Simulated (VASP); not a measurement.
Input of a VASP 6.6.1 run:

The input INCAR:

```
SYSTEM = CoSn2
ALGO = Fast
EDIFF = 1E-6
ENCUT = 520
GGA = PS
ISIF = 2
ISMEAR = 0
LASPH = .True.
LCHARG = .False.
LREAL = .False.
LWAVE = .False.
NBANDS = 46
NELM = 60
PREC = Accurate
SIGMA = 0.1
```

The input KPOINTS:

```
k-points
0
Gamma
  8 8 8
  0 0 0
```

POSCAR

```
CoSn2
1.0
   -3.1089864903      3.1089864903      2.6699178338
    3.1089864903     -3.1089864903      2.6699178338
    3.1089864903      3.1089864903     -2.6699178338
Co Sn
2 4
Direct
    0.2500000000      0.2500000000      0.0000000000
    0.7500000000      0.7500000000      0.0000000000
    0.6660024744      0.1660024744      0.8320049487
    0.1660024744      0.3339975256      0.5000000000
    0.3339975256      0.8339975256      0.1679950513
    0.8339975256      0.6660024744      0.5000000000
```

Potentials or basis: VASP PAW PBE potentials, release 64 (Co, Sn_d).

Launch:

```console
$ cat potpaw_PBE.64/Co/POTCAR potpaw_PBE.64/Sn_d/POTCAR > POTCAR
$ mpirun -np 1 vasp_std > vasp.out
```

Predict the band gap on the k mesh.

zero (band 37 reaches 12.47 eV, above the bottom of band 38 at 10.71 eV).

Predict the pressure.

3.9 GPa.

Estimate the largest force.

0.004 eV/Å.

Forces on the atoms (eV/Å):
```
Co   0.000  0.000  0.000
Co   0.000  0.000  0.000
Sn   0.003  0.003  0.000
Sn  -0.003  0.003  0.000
Sn  -0.003 -0.003  0.000
Sn   0.003 -0.003  0.000
```

Caveat: the PAW data sets were made with another functional, which shifts forces and pressure a little; spin-orbit coupling is left out, which moves the levels of the heavy elements. Spin polarisation is off, so any magnetic state and its effect on volume and gap are missing.
